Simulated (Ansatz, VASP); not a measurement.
# Ge: VASP beside Ansatz

```
CELL_PARAMETERS angstrom
-2.49590 2.65086 1.43695
2.49590 -2.65086 1.43695
2.49590 2.65086 -1.43695
ATOMIC_POSITIONS crystal
Ge 0.18594 0.93594 0.25000
Ge 0.81406 0.06406 0.75000
```

Alike in both runs: task single point; functional LDA; k mesh 11 × 11 × 11; no spin polarisation.

```csv
,VASP,Ansatz
version,VASP 6.6.1,Ansatz 0.2.0
potentials or method,"VASP PAW LDA potentials, release 64 (Ge_d), cutoff 520 eV","plane waves, PAW"
occupations,"fermi-dirac, width 0.1 eV",fermi-dirac
valence electrons in the cell,28,28
```

|  | VASP | Ansatz | Ansatz less VASP |
| --- | --- | --- | --- |
| pressure (GPa) | -4.2 | -4.1 | +0.01 |
| traceless stress, the component that is largest in VASP (GPa) | 0.98 | 0.97 | -0.007 |

LDA's correlation is that of Perdew and Zunger in VASP and of Perdew and Wang (1992) in Ansatz.
